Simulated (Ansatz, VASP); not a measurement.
Br in VASP and in Ansatz

Contents of INCAR:

```
SYSTEM = Br
PREC = Accurate
ENCUT = 520
EDIFF = 1E-6
ISMEAR = -1
SIGMA = 0.08
LREAL = .False.
LASPH = .True.
NELM = 100
ALGO = Normal
ISIF = 2
LWAVE = .False.
LCHARG = .True.
GGA = PE
LELF = .True.
LVHAR = .True.
NBANDS = 14
```

Contents of KPOINTS:

```
Automatic mesh
0
Gamma
  11 11 11
  0 0 0
```

File POSCAR:

```
Br
1.0
    0.0000000000      3.1860546546      3.1860546546
    3.1860546546      0.0000000000      3.1860546546
    3.1860546546      3.1860546546      0.0000000000
Br
2
Direct
   -0.1250000000     -0.1250000000     -0.1250000000
    0.1250000000      0.1250000000      0.1250000000
```

Input for Ansatz:

```yaml
crystal:
  lattice:
    - [0.0, 3.1860546546, 3.1860546546]
    - [3.1860546546, 0.0, 3.1860546546]
    - [3.1860546546, 3.1860546546, 0.0]
  atoms:
    - { symbol: Br, position: [-0.125, -0.125, -0.125] }
    - { symbol: Br, position: [0.125, 0.125, 0.125] }
kpoints:
  mp_grid: { grid: [11, 11, 11] }
scf:
  occupations: { method: fermi_dirac, width: 0.08 }
hamiltonian:
  xc: pbe
  pseudopotentials: { kind: all_electron, lapw: { basis_error: 0.001 } }
output:
  forces: true
  stress: true
  eigenvalues: true
  populations: true
```

Change from the starting cell: volume scaled by 0.75, LAPW.

Alike in both runs: task single point; functional PBE; k mesh 11 × 11 × 11; occupations fermi-dirac, width 0.08 eV; no spin polarisation.

|  | VASP | Ansatz |
| --- | --- | --- |
| version | VASP 6.6.1 | Ansatz 0.2.0 |
| potentials or method | VASP PAW PBE potentials, release 64 (Br), cutoff 520 eV | all-electron LAPW, scalar-relativistic |

|  | VASP | Ansatz | Ansatz less VASP |
| --- | --- | --- | --- |
| pressure (GPa) | 8.7 | 8.7 | 0.00 |

Ansatz ran all-electron here, and VASP with PAW potentials.
